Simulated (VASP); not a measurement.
Input of a VASP 6.6.1 run:

File INCAR:

```
PREC = Accurate
ENCUT = 520
EDIFF = 1E-6
ISMEAR = -1
SIGMA = 0.1
LREAL = F
LASPH = T
NELM = 80
ALGO = Normal
ISIF = 2
LWAVE = F
LCHARG = T
GGA = PE
IVDW = 13
LELF = T
LVHAR = T
NBANDS = 19
ISYM = 0
```

KPOINTS

```
Automatic mesh
0
Gamma
  3 3 2
  0.25 0.25 0.25
```

Contents of POSCAR:

```
Zr
1.0
    3.2392314131      0.0000000000      0.0000000000
   -1.6196157065      2.8052566925      0.0000000000
    0.0000000000      0.0000000000      5.1722200000
Zr
2
Direct
    0.3333333333      0.6666666667      0.2500000000
    0.6666666667      0.3333333333      0.7500000000
```

Potentials or basis: VASP PAW PBE potentials, release 64 (Zr_sv).

Launch:

```console
$ cat potpaw_PBE.64/Zr_sv/POTCAR > POTCAR
$ mpirun -np 1 vasp_std > vasp.out
```

(1) Estimate the dispersion energy per atom.

(2) What does it give for the pressure?

(3) Estimate the band gap on the k mesh.

## Answers

(1) -0.203 eV.

(2) -1.1 GPa.

(3) zero (band 12 reaches 8.90 eV, above the bottom of band 13 at 8.70 eV).

Caveat: the k points lie up to 0.75 Å⁻¹ apart; pairwise dispersion overbinds metals, which lowers pressure and volume.
